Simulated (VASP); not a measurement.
# Zr (Pm-3m) in VASP: further runs

Zr is run at these levels: PBE; tasks: single point.

Everything below comes from runs of VASP 6.6.1. Logs are shortened: lines on timing, memory, paths and dates and some standing lists are left out, and cuts for length are marked.

## Step 1: The cell of the first run

Symmetry: Pm-3m, No. 221, cubic system. The conventional cell has a = 2.952 Å, b = 2.952 Å, c = 2.952 Å, α = 90.00°, β = 90.00°, γ = 90.00°. Within 3.9 Å of Zr (site symmetry m-3m) lie 6 Zr at 2.95 Å.

## Step 2: Single point, PBE (volume scaled by 1.04)

Input file INCAR:

```
PREC = Accurate
ENCUT = 520
EDIFF = 1E-6
ISMEAR = -1
SIGMA = 0.1
LREAL = F
LASPH = T
NELM = 80
ALGO = Normal
ISIF = 2
LWAVE = F
LCHARG = F
GGA = PE
NBANDS = 12
```

Input file KPOINTS:

```
regular mesh
0
Gamma
  18 18 18
```

Input file POSCAR:

```
Zr
1.0
    2.9518241395      0.0000000000      0.0000000000
    0.0000000000      2.9518241395      0.0000000000
    0.0000000000      0.0000000000      2.9518241395
Zr
1
Direct
    0.0000000000      0.0000000000      0.0000000000
```

Potentials or basis: VASP PAW PBE potentials, release 64 (Zr_sv).

The run is started by

```bash
$ cat potpaw_PBE.64/Zr_sv/POTCAR > POTCAR
$ mpirun -np 1 vasp_std > vasp.out
```

OUTCAR:

```text
PREC = Accurate
   ENCUT = 520
   EDIFF = 1E-6
   ISMEAR = -1
   LREAL = F
   LASPH = T
   NELM = 80
   ISIF = 2
   GGA = PE

 ion  position               nearest neighbor table
   1  0.000  0.000  0.000-

  LATTYP: Found a simple cubic cell.
 ALAT       =     2.9518241395

  Lattice vectors:

 A1 = (   2.9518241395,   0.0000000000,   0.0000000000)
 A2 = (   0.0000000000,   2.9518241395,   0.0000000000)
 A3 = (   0.0000000000,   0.0000000000,   2.9518241395)

Analysis of symmetry for initial positions (statically):
=====================================================================
 Subroutine PRICEL returns:
 Original cell was already a primitive cell.

 Routine SETGRP: Setting up the symmetry group for a
 simple cubic supercell.

 Subroutine GETGRP returns: Found 48 space group operations
 (whereof 48 operations were pure point group operations)
 out of a pool of 48 trial point group operations.

The static configuration has the point symmetry O_h .

Analysis of symmetry for dynamics (positions and initial velocities):
=====================================================================
 Subroutine PRICEL returns:
 Original cell was already a primitive cell.

 Routine SETGRP: Setting up the symmetry group for a
 simple cubic supercell.

 Subroutine GETGRP returns: Found 48 space group operations
 (whereof 48 operations were pure point group operations)
 out of a pool of 48 trial point group operations.

The dynamic configuration has the point symmetry O_h .

 Subroutine INISYM returns: Found 48 space group operations
 (whereof 48 operations are pure point group operations),
 and found     1 'primitive' translations

----------------------------------------------------------------------------------------

                                     Primitive cell

  volume of cell :      25.7200

  direct lattice vectors                    reciprocal lattice vectors
     2.951824140  0.000000000  0.000000000     0.338773569  0.000000000  0.000000000
     0.000000000  2.951824140  0.000000000     0.000000000  0.338773569  0.000000000
     0.000000000  0.000000000  2.951824140     0.000000000  0.000000000  0.338773569

  length of vectors
     2.951824140  2.951824140  2.951824140     0.338773569  0.338773569  0.338773569

  position of ions in fractional coordinates (direct lattice)
     0.000000000  0.000000000  0.000000000

  ion indices of the primitive-cell ions
   primitive index   ion index
                 1           1

----------------------------------------------------------------------------------------

 KPOINTS: regular mesh

Automatic generation of k-mesh.
 Grid dimensions read from file:
 generate k-points for:   18   18   18

 Generating k-lattice:

  Cartesian coordinates                     Fractional coordinates (reciprocal lattice)
     0.018820754  0.000000000  0.000000000     0.055555556  0.000000000  0.000000000
     0.000000000  0.018820754  0.000000000     0.000000000  0.055555556  0.000000000
     0.000000000  0.000000000  0.018820754     0.000000000  0.000000000  0.055555556

  Length of vectors
     0.018820754  0.018820754  0.018820754

  Shift w.r.t. Gamma in fractional coordinates (k-lattice)
     0.000000000  0.000000000  0.000000000

 Subroutine IBZKPT returns following result:
 ===========================================

 Found    220 irreducible k-points:

 Following reciprocal coordinates:
            Coordinates               Weight
  0.000000  0.000000  0.000000      1.000000
  0.055556  0.000000  0.000000      6.000000
  0.111111  0.000000  0.000000      6.000000
  0.166667  0.000000  0.000000      6.000000
  0.222222  0.000000  0.000000      6.000000
  0.277778  0.000000  0.000000      6.000000
[... 16 lines left out ...]
  0.277778  0.111111  0.000000     24.000000
  0.333333  0.111111  0.000000     24.000000
 [... further k-points ...]
   k-points           NKPTS =    220   k-points in BZ     NKDIM =    220   number of bands    NBANDS=     12
   number of dos      NEDOS =    301   number of ions     NIONS =      1
   total plane-waves  NPLWV =  13824
   dimension x,y,z NGX =    24 NGY =   24 NGZ =   24
   dimension x,y,z NGXF=    48 NGYF=   48 NGZF=   48
   ions per type =               1
   NGX,Y,Z   is equivalent  to a cutoff of  13.52, 13.52, 13.52 a.u.
   NGXF,Y,Z  is equivalent  to a cutoff of  27.03, 27.03, 27.03 a.u.
 SYSTEM =  unknown system
   PREC   = accura    normal or accurate (medium, high low for compatibility)
   ISTART =      0    job   : 0-new  1-cont  2-samecut
   ICHARG =      2    charge: 1-file 2-atom 10-const
   ISPIN  =      1    spin polarized calculation?
   LNONCOLLINEAR =      F non collinear calculations
   LSORBIT =      F    spin-orbit coupling
   LASPH  =      T    aspherical Exc in radial PAW
   ENCUT  =  520.0 eV  38.22 Ry    6.18 a.u.   5.49  5.49  5.49*2*pi/ulx,y,z
   NELM   =     80;   NELMIN=  2; NELMDL= -5     # of ELM steps
   EDIFF  = 0.1E-05   stopping-criterion for ELM
   LREAL  =      F    real-space projection
   EDIFFG = 0.1E-04   stopping-criterion for IOM
   NSW    =      0    number of steps for IOM
   IBRION =     -1    ionic relax: 0-MD 1-quasi-New 2-CG
   NFREE  =      0    steps in history (QN), initial steepest desc. (CG)
   ISIF   =      2    stress and relaxation
   ISYM   =      2    0-nonsym 1-usesym 2-fastsym
   POTIM  = 0.5000    time-step for ionic-motion
   TEBEG  =    0.0;   TEEND  =   0.0 temperature during run
   PSTRESS=    0.0 pullay stress
   NELECT =      12.0000    total number of electrons
   NUPDOWN=      -1.0000    fix difference up-down
   EMIN   =  10.00;   EMAX   =-10.00  energy-range for DOS
   EFERMI =   0.00;   METHOD = LEGACY
   ISMEAR =    -1;   SIGMA  =   0.10  broadening in eV -4-tet -1-fermi 0-gaus
   EFERMI_NEDOS =   21; number of points for ismear=-14 and -15
   IALGO  =     38    algorithm
   IMIX   =      4    mixing-type and parameters
     AMIX     =   0.40;   BMIX     =  1.00
     AMIX_MAG =   1.60;   BMIX_MAG =  1.00
  volume/ion in A,a.u.               =      25.72       173.57
  Fermi-wavevector in a.u.,A,eV,Ry     =   1.269730  2.399442 21.935512  1.612215
  Thomas-Fermi vector in A             =   2.402756
   LORBIT       =      0    0 simple, 1 ext, 2 COOP (PROOUT), +10 PAW based schemes
   GGA     = PE    functional components
   LHFCALC =     F    Hartree Fock is set to
   AEXX    =    0.0000 exact exchange contribution
   IVDW    =     0    specifies the selected vdW correction
   LEPSILON=     F    determine dielectric tensor
   LRPA    =     F    only Hartree local field effects (RPA)
 non-spin polarized calculation
  energy-cutoff  :      520.00
  volume of cell :       25.72
 maximum number of plane-waves:       739
 NGX is ok and might be reduce to    24
   NGX = 11   NGY = 11   NGZ = 11

 number of electron      12.0000001 magnetization

 Free energy of the ion-electron system (eV)
  ---------------------------------------------------
  ext. energy  EPLUGINS =         0.00000000
  ---------------------------------------------------
  free energy    TOTEN  =        -7.66453680 eV

  energy without entropy =       -7.60343602  energy(sigma->0) =       -7.63398641

 E-fermi :   7.6004     XC(G=0): -10.5344

 val. band max:        7.5979329306   @ k =   0.3889   0.1111   0.1111
 cond. band min:       7.6049059633   @ k =   0.4444   0.3889   0.1111
 fundamental gap:      0.0069730327
 Fermi energy:         7.6003889139

 k-point     1 :       0.0000    0.0000    0.0000
  band No.  band energies     occupation
      1     -41.0875      2.00000
      2     -18.5766      2.00000
      3     -18.5766      2.00000
      4     -18.5766      2.00000
      5       2.6350      2.00000
      6       6.0320      2.00000
      7       6.0320      2.00000
      8      12.9238      0.00000
      9      12.9238      0.00000
     10      12.9238      0.00000
     11      20.0696      0.00000
     12      20.0696      0.00000

 k-point     2 :       0.0556    0.0000    0.0000
  band No.  band energies     occupation
      1     -41.0838      2.00000
      2     -18.6112      2.00000
      3     -18.5737      2.00000
      4     -18.5737      2.00000
      5       2.7102      2.00000
      6       6.0532      2.00000
      7       6.1079      2.00000
      8      12.7928      0.00000
      9      12.7928      0.00000
     10      12.9324      0.00000
     11      19.6796      0.00000
     12      20.2418      0.00000

 k-point     3 :       0.1111    0.0000    0.0000
  band No.  band energies     occupation
      1     -41.0734      2.00000
      2     -18.7097      2.00000
      3     -18.5653      2.00000
      4     -18.5653      2.00000
      5       2.9266      2.00000
      6       6.1150      2.00000
      7       6.3307      1.99999
      8      12.4449      0.00000
      9      12.4449      0.00000
     10      12.9572      0.00000
     11      18.7950      0.00000
     12      20.7090      0.00000

 k-point     4 :       0.1667    0.0000    0.0000
  band No.  band energies     occupation
      1     -41.0573      2.00000
      2     -18.8580      2.00000
      3     -18.5525      2.00000
      4     -18.5525      2.00000
      5       3.2595      2.00000
      6       6.2122      2.00000
      7       6.6812      1.99980
      8      11.9765      0.00000
      9      11.9765      0.00000
     10      12.9955      0.00000
     11      17.7978      0.00000
     12      21.3647      0.00000

 k-point     5 :       0.2222    0.0000    0.0000
  band No.  band energies     occupation
      1     -41.0375      2.00000
      2     -19.0358      2.00000
      3     -18.5367      2.00000
      4     -18.5367      2.00000
      5       3.6762      2.00000
      6       6.3360      1.99999
      7       7.1147      1.98457
      8      11.4767      0.00000
      9      11.4767      0.00000
     10      13.0432      0.00000
     11      16.8997      0.00000
     12      22.1070      0.00000

 k-point     6 :       0.2778    0.0000    0.0000
  band No.  band energies     occupation
      1     -41.0163      2.00000
      2     -19.2201      2.00000
      3     -18.5197      2.00000
      4     -18.5197      2.00000
      5       4.1436      2.00000
      6       6.4737      1.99997
      7       7.5482      1.25537
      8      11.0083      0.00000
      9      11.0083      0.00000
     10      13.0946      0.00000
     11      16.2360      0.00000
     12      21.2357      0.00000

 k-point     7 :       0.3333    0.0000    0.0000
  band No.  band energies     occupation
      1     -40.9962      2.00000
      2     -19.3892      2.00000
      3     -18.5038      2.00000
      4     -18.5038      2.00000
      5       4.6281      2.00000
      6       6.6095      1.99990
      7       7.8696      0.12690
      8      10.6121      0.00000
      9      10.6121      0.00000
     10      13.1437      0.00000
     11      15.9111      0.00000
     12      20.4569      0.00000

 k-point     8 :       0.3889    0.0000    0.0000
  band No.  band energies     occupation
      1     -40.9798      2.00000
      2     -19.5243      2.00000
      3     -18.4908      2.00000
      4     -18.4908      2.00000
      5       5.0860      2.00000
      6       6.7252      1.99968
      7       7.9986      0.03662
      8      10.3138      0.00000
      9      10.3138      0.00000
     10      13.1842      0.00000
     11      15.9495      0.00000
     12      19.8789      0.00000
[... 166 lines left out ...]
 k-point    20 :       0.1111    0.1111    0.0000
  band No.  band energies     occupation
      1     -41.0593      2.00000
      2     -18.7046      2.00000
      3     -18.6906      2.00000
      4     -18.5541      2.00000
      5       3.2157      2.00000
      6       6.3039      2.00000
      7       6.5233      1.99996
      8      11.9206      0.00000
      9      12.3814      0.00000
     10      12.6001      0.00000
     11      19.3147      0.00000
     12      19.4601      0.00000

 k-point    21 :       0.1667    0.1111    0.0000
  band No.  band energies     occupation
      1     -41.0433      2.00000
      2     -18.8455      2.00000
      3     -18.6832      2.00000
      4     -18.5414      2.00000
      5       3.5435      2.00000
      6       6.4300      1.99998
      7       6.8441      1.99896
      8      11.4273      0.00000
      9      11.9970      0.00000
     10      12.5752      0.00000
     11      18.3703      0.00000
     12      19.9496      0.00000

 k-point    22 :       0.2222    0.1111    0.0000
  band No.  band energies     occupation
      1     -41.0236      2.00000
      2     -19.0218      2.00000
      3     -18.6663      2.00000
      4     -18.5256      2.00000
      5       3.9516      2.00000
      6       6.5623      1.99994
      7       7.2588      1.93636
      8      10.9376      0.00000
      9      11.5179      0.00000
     10      12.6218      0.00000
     11      17.4349      0.00000
     12      20.5312      0.00000

 k-point    23 :       0.2778    0.1111    0.0000
  band No.  band energies     occupation
      1     -41.0025      2.00000
      2     -19.2050      2.00000
      3     -18.6482      2.00000
      4     -18.5088      2.00000
      5       4.4082      2.00000
      6       6.7039      1.99974
      7       7.6377      0.81563
      8      10.5621      0.00000
      9      11.0605      0.00000
     10      12.6800      0.00000
     11      16.6926      0.00000
     12      20.9700      0.00000

 k-point    24 :       0.3333    0.1111    0.0000
  band No.  band energies     occupation
      1     -40.9825      2.00000
      2     -19.3730      2.00000
      3     -18.6311      2.00000
      4     -18.4930      2.00000
      5       4.8852      2.00000
      6       6.8443      1.99896
      7       7.8132      0.21279
      8      10.3954      0.00000
      9      10.6709      0.00000
     10      12.7373      0.00000
     11      16.2357      0.00000
     12      20.8011      0.00000

 [... further k-points ...]
[... 5 lines left out ...]
  --------------------------------------------------------------------------------------
  -------------------------------------------------------------------------------------
  Total       -0.3673629     -0.3673629     -0.3673629      0.0000000      0.0000000     -0.0000000
  in kB      -22.8841318    -22.8841318    -22.8841318      0.0000000      0.0000000     -0.0000000
  external PRESSURE =     -22.8841318 kB  Pullay stress =       0.0000000 kB

 VOLUME and BASIS-vectors are now :
 -----------------------------------------------------------------------------
  energy-cutoff  :      520.00
  volume of cell :       25.72
      direct lattice vectors                 reciprocal lattice vectors
     2.951824140  0.000000000  0.000000000     0.338773569  0.000000000  0.000000000
     0.000000000  2.951824140  0.000000000     0.000000000  0.338773569  0.000000000
     0.000000000  0.000000000  2.951824140     0.000000000  0.000000000  0.338773569

 POSITION                                       TOTAL-FORCE (eV/Angst)
 -----------------------------------------------------------------------------------
      0.00000      0.00000      0.00000         0.000000      0.000000      0.000000
 -----------------------------------------------------------------------------------
    total drift:                                0.000000      0.000000      0.000000

  FREE ENERGIE OF THE ION-ELECTRON SYSTEM (eV)
  ---------------------------------------------------
  free  energy   TOTEN  =        -7.6645368030 eV

  energy  without entropy=       -7.6034360157  energy(sigma->0) =       -7.63398641
```

Run time: 21 s. Hardware: 1 thread of Intel Xeon 6975P-C, shared host; peak memory 0.19 GiB.

What came out:

```yaml
Free_energy: -7.6645 eV
Pressure: -2.3 GPa
Band_gap_on_the_k_mesh: zero (band 6 reaches 8.53 eV, above the bottom of band 7 at 6.03 eV)
```

## Step 3: Single point, PBE (volume scaled by 1.08)

Input file INCAR:

```
PREC     = Accurate       # precision mode
ENCUT    = 520            # plane-wave cutoff, eV
EDIFF    = 1E-6           # SCF threshold, eV
ISMEAR   = -1             # smearing method
SIGMA    = 0.1            # smearing width, eV
LREAL    = F              # projectors in reciprocal space
LASPH    = T              # aspherical terms in the spheres
NELM     = 60             # most SCF steps
ALGO     = Normal         # electronic algorithm
ISIF     = 2              # what is computed and relaxed
LWAVE    = F              # write WAVECAR
LCHARG   = F              # write CHGCAR
GGA      = PE             # functional
NBANDS   = 12             # bands
```

KPOINTS is that of step 2.

Input file POSCAR:

```
Zr
1.0
    2.9891929691      0.0000000000      0.0000000000
    0.0000000000      2.9891929691      0.0000000000
    0.0000000000      0.0000000000      2.9891929691
Zr
1
Direct
    0.0000000000      0.0000000000      0.0000000000
```

Potentials or basis: VASP PAW PBE potentials, release 64 (Zr_sv).

The run is started by

```bash
$ cat potpaw_PBE.64/Zr_sv/POTCAR > POTCAR
$ mpirun -np 1 vasp_std > vasp.out
```

It took 22 s on 1 thread of Intel Xeon 6975P-C, shared host; peak memory 0.19 GiB.

Results (log left out):

| Property | Result |
| --- | --- |
| Free energy | -7.6441 eV |
| Pressure | -4.4 GPa |
| Band gap on the k mesh | zero (band 6 reaches 8.08 eV, above the bottom of band 7 at 5.74 eV) |

Levels at points of the mesh, in eV from the Fermi level:
```
           k point  band 2  band 3  band 4  band 5  band 6  band 7  band 8  band 9  band 10  band 11
(0.00, 0.00, 0.00)  -26.28  -26.28  -26.28   -4.89   -1.48   -1.48    5.11    5.11     5.11    12.17
(0.50, 0.00, 0.00)  -27.23  -26.19  -26.19   -2.01   -0.72    0.28    2.40    2.40     5.38     8.36
(0.50, 0.50, 0.00)  -27.10  -27.10  -26.11   -2.64   -0.31    2.98    2.98    4.52     4.52     6.84
(0.50, 0.50, 0.50)  -26.97  -26.97  -26.97   -1.27   -1.27   -1.27    6.57    7.03     7.03     9.64
```
